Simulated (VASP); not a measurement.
**CuO: single point with PBEsol**

Crystal: CuO.

```
CELL_PARAMETERS angstrom
3.15418 0.00000 0.00000
0.00000 3.15418 0.00000
0.00000 0.00000 4.61833
ATOMIC_POSITIONS crystal
Cu 0.00000 0.00000 0.00000
Cu 0.50000 0.50000 0.00000
O 0.50000 0.00000 0.26700
O 0.00000 0.50000 0.73300
```

| Quantity | Value |
| --- | --- |
| Program | VASP 6.6.1 |
| Task | single point |
| Functional | PBEsol |
| Potentials or basis | VASP PAW PBE potentials, release 64 (Cu, O) |
| Cutoff | 520 eV |
| k mesh | 8 × 8 × 6 |
| Occupations | fermi-dirac, width 0.05 eV |
| Spin | no spin polarisation |

```yaml
Pressure: 14.2 GPa
Largest_force: 0.992 eV/Å
Band_gap_on_the_k_mesh: zero (band 17 reaches 3.64 eV, above the bottom of band 18 at 2.78 eV)
```

Forces on the atoms (eV/Å):
```
Cu   0.000  0.000  0.000
Cu   0.000  0.000  0.000
O    0.000  0.000 -0.992
O    0.000  0.000  0.992
```

Stress tensor (GPa, compression positive):
```
 26.87   0.00   0.00
  0.00  26.87   0.00
  0.00   0.00 -11.06
```

Levels at points of the mesh, in eV from the Fermi level:
| k point | band 13 | band 14 | band 15 | band 16 | band 17 | band 18 | band 19 | band 20 | band 21 | band 22 |
| --- | --- | --- | --- | --- | --- | --- | --- | --- | --- | --- |
| (0.00, 0.00, 0.00) | -1.12 | -1.12 | -0.51 | -0.33 | 0.45 | 0.45 | 1.09 | 6.42 | 11.00 | 11.00 |
| (0.50, 0.00, 0.00) | -2.38 | -2.38 | -0.27 | -0.27 | -0.01 | -0.01 | 5.33 | 5.33 | 10.60 | 10.60 |
| (0.50, 0.50, 0.00) | -1.71 | -1.71 | -1.59 | -1.59 | -0.41 | -0.41 | 5.56 | 5.56 | 9.42 | 9.42 |
| (0.00, 0.00, 0.50) | -1.00 | -1.00 | -0.78 | -0.51 | 0.26 | 0.26 | 2.74 | 5.59 | 10.99 | 10.99 |
| (0.50, 0.00, 0.50) | -2.42 | -2.42 | 0.04 | 0.04 | 0.11 | 0.11 | 5.14 | 5.14 | 9.69 | 9.69 |
| (0.50, 0.50, 0.50) | -1.84 | -1.84 | -1.71 | -1.71 | -0.29 | -0.29 | 6.52 | 6.52 | 9.42 | 9.42 |

Run time: 82 s on 1 thread of Intel Xeon 8259CL, on a shared host, peak memory 0.19 GiB.

Caveat: the PAW data sets were made with another functional, which shifts forces and pressure a little; semilocal functionals often make such compounds metallic where correlation or magnetic order opens a gap, which also shifts bond lengths. With open d or f shells a metallic result of PBEsol can be an artefact of self-interaction; +U or a hybrid may open a gap.
